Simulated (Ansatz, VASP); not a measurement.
## Ge in VASP and in Ansatz

Contents of POSCAR:

```
Ge
1.0
    3.9956487021      0.0000000000      0.0000000000
   -1.9978243511      3.4603332806      0.0000000000
    0.0000000000      0.0000000000      6.6027109850
Ge
4
Direct
    0.6666666667      0.3333333333     -0.0278903305
    0.3333333333      0.6666666667      0.5629814343
    0.6666666667      0.3333333333      0.4370185657
    0.3333333333      0.6666666667      0.9370185657
```

The input INCAR.step1:

```
SYSTEM = Ge
  PREC = Accurate
  ENCUT = 520
  ISMEAR = 0
  SIGMA = 0.03
  LREAL = .False.
  LASPH = .True.
  NELM = 80
  NBANDS = 36
  GGA = PE
  ALGO = Normal
  EDIFF = 1E-4
  LWAVE = .True.
  LCHARG = .False.
```

The input INCAR.step2:

```
SYSTEM = Ge
  PREC = Accurate
  ENCUT = 520
  EDIFF = 1E-7
  ISMEAR = 0
  SIGMA = 0.03
  LREAL = .False.
  LASPH = .True.
  NELM = 80
  ALGO = Normal
  ISIF = 2
  LWAVE = .False.
  LCHARG = .False.
  METAGGA = R2SCAN
  LMIXTAU = .True.
  NBANDS = 36
  ISTART = 1
```

File KPOINTS:

```
Automatic mesh
0
Gamma
  12 12 6
  0 0 0
```

Input for Ansatz:

```yaml
crystal:
  lattice:
    - [3.9956487021, 0.0, 0.0]
    - [-1.9978243511, 3.4603332806, 0.0]
    - [0.0, 0.0, 6.602710985]
  atoms:
    - { symbol: Ge, position: [0.6666666667, 0.3333333333, -0.0278903305] }
    - { symbol: Ge, position: [0.3333333333, 0.6666666667, 0.5629814343] }
    - { symbol: Ge, position: [0.6666666667, 0.3333333333, 0.4370185657] }
    - { symbol: Ge, position: [0.3333333333, 0.6666666667, 0.9370185657] }
basis:
  ecutwfc: 500
kpoints:
  mp_grid: { grid: [12, 12, 6] }
hamiltonian:
  xc: r2scan
scf:
  occupations: { method: gaussian, width: 0.03 }
output:
  forces: true
  stress: true
  eigenvalues: true
```

Alike in both runs: task single point; functional r2SCAN; k mesh 12 × 12 × 6; occupations gaussian, width 0.03 eV; no spin polarisation.

|  | VASP | Ansatz |
| --- | --- | --- |
| version | VASP 6.6.1 | Ansatz 0.2.0 |
| potentials or method | VASP PAW PBE potentials, release 64 (Ge_d), cutoff 520 eV | scalar-relativistic, plane waves, PAW |
| valence electrons in the cell | 56 | 56 |

Ansatz gave:

| Property | Result |
| --- | --- |
| gap on the k mesh at the Fermi level (eV) | none |
| pressure (GPa) | 3.8 |
| traceless stress, the component that is largest in VASP (GPa) | -4.59 |
| rms of the force components (eV/Å) | 0.950 |

Q: What did VASP give for the same quantities?

A: gap on the k mesh at the Fermi level (eV): none; pressure (GPa): 3.9; traceless stress, the component that is largest in VASP (GPa): -4.67; rms of the force components (eV/Å): 0.953.

VASP's potentials were made for PBE, not for r2SCAN. Atom by atom the forces differ by 0.006 eV/Å (rms over components). A gap of «none» marks a metal or a gap that the smearing closes. With one functional, cell and mesh, what is left measures potentials, basis and numerics.
